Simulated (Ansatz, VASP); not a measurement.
Two plane-wave programs on GaGeSb2

```
CELL_PARAMETERS angstrom
4.07376 0.00000 0.00000
-2.03688 3.52798 0.00000
0.00000 0.00000 13.88697
ATOMIC_POSITIONS crystal
Ga 0.33333 0.66667 0.75000
Ga 0.66667 0.33333 0.25000
Ge 0.00000 0.00000 0.50000
Ge 0.00000 0.00000 0.00000
Sb 0.33333 0.66667 0.37685
Sb 0.66667 0.33333 0.87685
Sb 0.66667 0.33333 0.62315
Sb 0.33333 0.66667 0.12315
```

Alike in both runs: functional PBE; k mesh 12 × 12 × 4; occupations gaussian, width 0.1 eV; no spin polarisation.

Ansatz relaxed the structure, and its values are those at the end. VASP's run is a single point on that final structure, the one shown.

|  | VASP | Ansatz |
| --- | --- | --- |
| version | VASP 6.6.1 | Ansatz 0.2.0 |
| potentials or method | VASP PAW PBE potentials, release 64 (Ga_d, Ge_d, Sb), cutoff 520 eV | scalar-relativistic, plane waves, PAW |
| valence electrons in the cell | 74 | 114 |

```tsv
	VASP	Ansatz	Ansatz less VASP
gap on the k mesh at the Fermi level (eV)	none	none	-
pressure (GPa)	0.0	0.0	0.00
```

A gap of «none» marks a metal or a gap that the smearing closes. VASP's potentials hold 74 valence electrons a cell and Ansatz's 114, so a difference there can come from the potentials and not from the codes.

Neither program's run includes spin-orbit coupling.
